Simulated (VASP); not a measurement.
# MoS2 (P-6m2) in VASP: a series of runs

Runs on MoS2. Level: PBE+D3(BJ). Tasks: single point.

All numbers are computed with VASP 6.6.1; they aren't measurements. Logs are shortened: lines on timing, memory, paths and dates and some standing lists are left out, and cuts for length are marked.

### 1 The cell of the first run

It takes space group P-6m2 (No. 187, hexagonal). Conventional cell: a = 3.277 Å, b = 3.277 Å, c = 6.382 Å, α = 90.00°, β = 90.00°, γ = 120.00°. Within 3.2 Å of Mo (site symmetry -6m2) lie 6 S at 2.42 Å. S (site symmetry 3m) has 3 Mo at 2.42 Å and 1 S at 3.01 Å within 3.2 Å.

### 2 Single point, PBE+D3(BJ) (volume 19.788 Å^3 an atom, c/a of the conventional cell 1.9473)

INCAR

```
SYSTEM = MoS2
ALGO = Normal ; EDIFF = 1E-6
ENCUT = 500 ; GGA = PE
GGA_COMPAT = .False. ; ISIF = 2
ISMEAR = 0 ; IVDW = 12
LASPH = .True. ; LCHARG = .False.
LREAL = .False. ; LWAVE = .False.
NBANDS = 20 ; NELM = 120
PREC = Accurate ; SIGMA = 0.05
```

KPOINTS

```
k-points
0
Gamma
  12 12 6
  0 0 0
```

POSCAR

```
MoS2
1.0
    3.2773278381      0.0000000000      0.0000000000
   -1.6386639191      2.8382491643      0.0000000000
    0.0000000000      0.0000000000      6.3819404991
Mo S
1 2
Direct
    0.0000000000      0.0000000000      0.0000000000
    0.3333333333      0.6666666667      0.2357940733
    0.3333333333      0.6666666667      0.7642059267
```

Potentials or basis: VASP PAW PBE potentials, release 64 (Mo_sv, S).

Command:

```
$ cat potpaw_PBE.64/Mo_sv/POTCAR potpaw_PBE.64/S/POTCAR > POTCAR
$ mpirun -np 1 vasp_std > vasp.out
```

OUTCAR:

```text
SYSTEM = MoS2
   EDIFF = 1E-6
   ENCUT = 500
   GGA = PE
   ISIF = 2
   ISMEAR = 0
   IVDW = 12
   LASPH = .True.
   LREAL = .False.
   NELM = 120
   PREC = Accurate
 IVDW          = 12

 ion  position               nearest neighbor table
   1  0.000  0.000  0.000-   2 2.42   3 2.42   2 2.42   3 2.42   2 2.42   3 2.42
   2  0.333  0.667  0.236-   1 2.42   1 2.42   1 2.42
   3  0.333  0.667  0.764-   1 2.42   1 2.42   1 2.42

  LATTYP: Found a hexagonal cell.
 ALAT       =     3.2773278381
 C/A-ratio  =     1.9473000000

  Lattice vectors:

 A1 = (   3.2773278381,   0.0000000000,   0.0000000000)
 A2 = (  -1.6386639191,   2.8382491643,   0.0000000000)
 A3 = (   0.0000000000,   0.0000000000,   6.3819404991)

Analysis of symmetry for initial positions (statically):
=====================================================================
 Subroutine PRICEL returns:
 Original cell was already a primitive cell.

 Routine SETGRP: Setting up the symmetry group for a
 hexagonal supercell.

 Subroutine GETGRP returns: Found 12 space group operations
 (whereof 12 operations were pure point group operations)
 out of a pool of 24 trial point group operations.

The static configuration has the point symmetry D_3h.

Analysis of symmetry for dynamics (positions and initial velocities):
=====================================================================
 Subroutine PRICEL returns:
 Original cell was already a primitive cell.

 Routine SETGRP: Setting up the symmetry group for a
 hexagonal supercell.

 Subroutine GETGRP returns: Found 12 space group operations
 (whereof 12 operations were pure point group operations)
 out of a pool of 24 trial point group operations.

The dynamic configuration has the point symmetry D_3h.

 Subroutine INISYM returns: Found 12 space group operations
 (whereof 12 operations are pure point group operations),
 and found     1 'primitive' translations

----------------------------------------------------------------------------------------

                                     Primitive cell

  volume of cell :      59.3640

  direct lattice vectors                    reciprocal lattice vectors
     3.277327838  0.000000000  0.000000000     0.305126630  0.176164942  0.000000000
    -1.638663919  2.838249164  0.000000000     0.000000000  0.352329884  0.000000000
     0.000000000  0.000000000  6.381940499     0.000000000  0.000000000  0.156692153

  length of vectors
     3.277327838  3.277327838  6.381940499     0.352329884  0.352329884  0.156692153

  position of ions in fractional coordinates (direct lattice)
     0.000000000  0.000000000  0.000000000
     0.333333333  0.666666667  0.235794073
     0.333333333  0.666666667  0.764205927

  ion indices of the primitive-cell ions
   primitive index   ion index
                 1           1
                 2           2
                 3           3

----------------------------------------------------------------------------------------

 KPOINTS: k-points

Automatic generation of k-mesh.
 Grid dimensions read from file:
 generate k-points for:   12   12    6

 Generating k-lattice:

  Cartesian coordinates                     Fractional coordinates (reciprocal lattice)
     0.025427219  0.014680412  0.000000000     0.083333333 -0.000000000  0.000000000
     0.000000000  0.029360824  0.000000000     0.000000000  0.083333333  0.000000000
     0.000000000  0.000000000  0.026115359     0.000000000  0.000000000  0.166666667

  Length of vectors
     0.029360824  0.029360824  0.026115359

  Shift w.r.t. Gamma in fractional coordinates (k-lattice)
     0.000000000  0.000000000  0.000000000

 Subroutine IBZKPT returns following result:
 ===========================================

 Found     76 irreducible k-points:

 Following reciprocal coordinates:
            Coordinates               Weight
  0.000000  0.000000  0.000000      1.000000
  0.083333 -0.000000  0.000000      6.000000
  0.166667  0.000000  0.000000      6.000000
  0.250000  0.000000  0.000000      6.000000
  0.333333  0.000000  0.000000      6.000000
  0.416667  0.000000  0.000000      6.000000
[... 16 lines left out ...]
  0.250000  0.000000  0.166667     12.000000
  0.333333  0.000000  0.166667     12.000000
 [... further k-points ...]
   k-points           NKPTS =     76   k-points in BZ     NKDIM =     76   number of bands    NBANDS=     20
   number of dos      NEDOS =    301   number of ions     NIONS =      3
   total plane-waves  NPLWV =  27648
   dimension x,y,z NGX =    24 NGY =   24 NGZ =   48
   dimension x,y,z NGXF=    48 NGYF=   48 NGZF=   96
   ions per type =               1   2
   NGX,Y,Z   is equivalent  to a cutoff of  12.17, 12.17, 12.50 a.u.
   NGXF,Y,Z  is equivalent  to a cutoff of  24.35, 24.35, 25.01 a.u.
 SYSTEM =  MoS2
   PREC   = accura    normal or accurate (medium, high low for compatibility)
   ISTART =      0    job   : 0-new  1-cont  2-samecut
   ICHARG =      2    charge: 1-file 2-atom 10-const
   ISPIN  =      1    spin polarized calculation?
   LNONCOLLINEAR =      F non collinear calculations
   LSORBIT =      F    spin-orbit coupling
   LASPH  =      T    aspherical Exc in radial PAW
   ENCUT  =  500.0 eV  36.75 Ry    6.06 a.u.   5.98  5.98 11.64*2*pi/ulx,y,z
   NELM   =    120;   NELMIN=  2; NELMDL= -5     # of ELM steps
   EDIFF  = 0.1E-05   stopping-criterion for ELM
   LREAL  =      F    real-space projection
   EDIFFG = 0.1E-04   stopping-criterion for IOM
   NSW    =      0    number of steps for IOM
   IBRION =     -1    ionic relax: 0-MD 1-quasi-New 2-CG
   NFREE  =      0    steps in history (QN), initial steepest desc. (CG)
   ISIF   =      2    stress and relaxation
   ISYM   =      2    0-nonsym 1-usesym 2-fastsym
   POTIM  = 0.5000    time-step for ionic-motion
   TEBEG  =    0.0;   TEEND  =   0.0 temperature during run
   PSTRESS=    0.0 pullay stress
   NELECT =      26.0000    total number of electrons
   NUPDOWN=      -1.0000    fix difference up-down
   EMIN   =  10.00;   EMAX   =-10.00  energy-range for DOS
   EFERMI =   0.00;   METHOD = LEGACY
   ISMEAR =     0;   SIGMA  =   0.05  broadening in eV -4-tet -1-fermi 0-gaus
   EFERMI_NEDOS =   21; number of points for ismear=-14 and -15
   IALGO  =     38    algorithm
   IMIX   =      4    mixing-type and parameters
     AMIX     =   0.40;   BMIX     =  1.00
     AMIX_MAG =   1.60;   BMIX_MAG =  1.00
  volume/ion in A,a.u.               =      19.79       133.54
  Fermi-wavevector in a.u.,A,eV,Ry     =   1.243249  2.349401 21.030102  1.545669
  Thomas-Fermi vector in A             =   2.377568
   LORBIT       =      0    0 simple, 1 ext, 2 COOP (PROOUT), +10 PAW based schemes
   GGA     = PE    functional components
   LHFCALC =     F    Hartree Fock is set to
   AEXX    =    0.0000 exact exchange contribution
   IVDW    =    12    specifies the selected vdW correction
   LEPSILON=     F    determine dielectric tensor
   LRPA    =     F    only Hartree local field effects (RPA)
 non-spin polarized calculation
 Gauss-broadening in eV      SIGMA  =   0.05
  energy-cutoff  :      500.00
  volume of cell :       59.36
 maximum number of plane-waves:      1542
 NGX is ok and might be reduce to    24
   NGX = 11   NGY = 11   NGZ = 23

 number of electron      26.0000002 magnetization

 Free energy of the ion-electron system (eV)
  ---------------------------------------------------
  ext. energy  EPLUGINS =         0.00000000
  ---------------------------------------------------
  free energy    TOTEN  =       -21.69491671 eV

  energy without entropy =      -21.69491663  energy(sigma->0) =      -21.69491667

 E-fermi :   6.7026     XC(G=0): -10.1356

 val. band max:        6.5722386558   @ k =   0.0000   0.0000   0.5000
 cond. band min:       6.8527510493   @ k =   0.3333   0.3333   0.0000
 fundamental gap:      0.2805123935
 Fermi energy:         6.7026306267

 k-point     1 :       0.0000    0.0000    0.0000
  band No.  band energies     occupation
      1     -55.2998      2.00000
      2     -29.3910      2.00000
      3     -29.2901      2.00000
      4     -29.2901      2.00000
      5      -8.3946      2.00000
      6      -6.7473      2.00000
[... 12 lines left out ...]
     19      14.0774      0.00000
     20      14.5926      0.00000

 k-point     2 :       0.0833   -0.0000    0.0000
  band No.  band energies     occupation
      1     -55.2981      2.00000
      2     -29.3873      2.00000
      3     -29.3094      2.00000
      4     -29.2945      2.00000
      5      -8.3037      2.00000
      6      -6.7183      2.00000
[... 12 lines left out ...]
     19      14.1760      0.00000
     20      15.0369      0.00000

 k-point     3 :       0.1667    0.0000    0.0000
  band No.  band energies     occupation
      1     -55.2934      2.00000
      2     -29.3771      2.00000
      3     -29.3619      2.00000
      4     -29.3065      2.00000
      5      -8.0467      2.00000
      6      -6.6361      2.00000
[... 12 lines left out ...]
     19      14.3632      0.00000
     20      15.2517      0.00000

 k-point     4 :       0.2500    0.0000    0.0000
  band No.  band energies     occupation
      1     -55.2870      2.00000
      2     -29.4328      2.00000
      3     -29.3632      2.00000
      4     -29.3229      2.00000
      5      -7.6705      2.00000
      6      -6.5169      2.00000
[... 12 lines left out ...]
     19      14.1360      0.00000
     20      15.2638      0.00000

 k-point     5 :       0.3333    0.0000    0.0000
  band No.  band energies     occupation
      1     -55.2806      2.00000
      2     -29.5029      2.00000
      3     -29.3492      2.00000
      4     -29.3393      2.00000
      5      -7.2568      2.00000
      6      -6.3880      2.00000
[... 12 lines left out ...]
     19      13.4560      0.00000
     20      14.5217      0.00000
[... 353 lines left out ...]
      6      -6.7798      2.00000
[... 12 lines left out ...]
     19      14.3883      0.00000
     20      14.8800      0.00000

 k-point    22 :       0.1667    0.0000    0.1667
  band No.  band energies     occupation
      1     -55.2934      2.00000
      2     -29.3771      2.00000
      3     -29.3619      2.00000
      4     -29.3065      2.00000
      5      -8.0145      2.00000
      6      -6.6931      2.00000
[... 12 lines left out ...]
     19      14.5131      0.00000
     20      15.3242      0.00000

 k-point    23 :       0.2500    0.0000    0.1667
  band No.  band energies     occupation
      1     -55.2870      2.00000
      2     -29.4328      2.00000
      3     -29.3632      2.00000
      4     -29.3229      2.00000
      5      -7.6393      2.00000
      6      -6.5672      2.00000
[... 12 lines left out ...]
     19      14.1970      0.00000
     20      14.9971      0.00000

 k-point    24 :       0.3333    0.0000    0.1667
  band No.  band energies     occupation
      1     -55.2806      2.00000
      2     -29.5029      2.00000
      3     -29.3492      2.00000
      4     -29.3393      2.00000
      5      -7.2275      2.00000
      6      -6.4309      2.00000
[... 12 lines left out ...]
     19      13.6688      0.00000
     20      14.3861      0.00000

 [... further k-points ...]

------------------------ aborting loop because EDIFF is reached ----------------------------------------

 Edisp (eV)   -1.14195

 E8    (eV) :    -0.4605

  FORCE on cell =-STRESS in cart. coord.  units (eV):
  Direction    XX          YY          ZZ          XY          YZ          ZX
  --------------------------------------------------------------------------------------
  -------------------------------------------------------------------------------------
  Total      -3.07913    -3.07913     1.45674     0.00000     0.00000     0.00000
  in kB     -83.10287   -83.10287    39.31609     0.00000     0.00000     0.00000
  external pressure =      -42.30 kB  Pullay stress =        0.00 kB

 VOLUME and BASIS-vectors are now :
 -----------------------------------------------------------------------------
  energy-cutoff  :      500.00
  volume of cell :       59.36
      direct lattice vectors                 reciprocal lattice vectors
     3.277327838  0.000000000  0.000000000     0.305126630  0.176164942  0.000000000
    -1.638663919  2.838249164  0.000000000     0.000000000  0.352329884  0.000000000
     0.000000000  0.000000000  6.381940499     0.000000000  0.000000000  0.156692153

 POSITION                                       TOTAL-FORCE (eV/Angst)
 -----------------------------------------------------------------------------------
      0.00000      0.00000      0.00000         0.000000      0.000000     -0.000000
     -0.00000      1.89217      1.50482        -0.000000     -0.000000      0.314606
     -0.00000      1.89217      4.87712        -0.000000     -0.000000     -0.314606
 -----------------------------------------------------------------------------------
    total drift:                                0.000000     -0.000000     -0.000000

  FREE ENERGIE OF THE ION-ELECTRON SYSTEM (eV)
  ---------------------------------------------------
  free  energy   TOTEN  =       -22.8368634367 eV

  energy  without entropy=      -22.8368633588  energy(sigma->0) =      -22.83686340
```

Wall time 66 s (1 thread of Intel Xeon Platinum 8175M at 2.50GHz (Skylake/Cascade Lake), shared host); peak memory 0.23 GiB.

What came out:

```
Free energy                : -22.8369 eV
Pressure                   : -4.2 GPa
Largest force              : 0.315 eV/Å
Band gap on the k mesh     : 0.28 eV, indirect (least direct gap 1.31 eV)
Dispersion energy per atom : -0.381 eV
```

Forces in eV/Å, atoms in the order of the input:
```
Mo   0.000  0.000  0.000
S    0.000  0.000  0.315
S    0.000  0.000 -0.315
```

Stress tensor (GPa, compression positive):
```
-8.31  0.00  0.00
 0.00 -8.31  0.00
 0.00  0.00  3.93
```

 A k mesh can miss the band edges.

(Continued in part 2 of 2.)
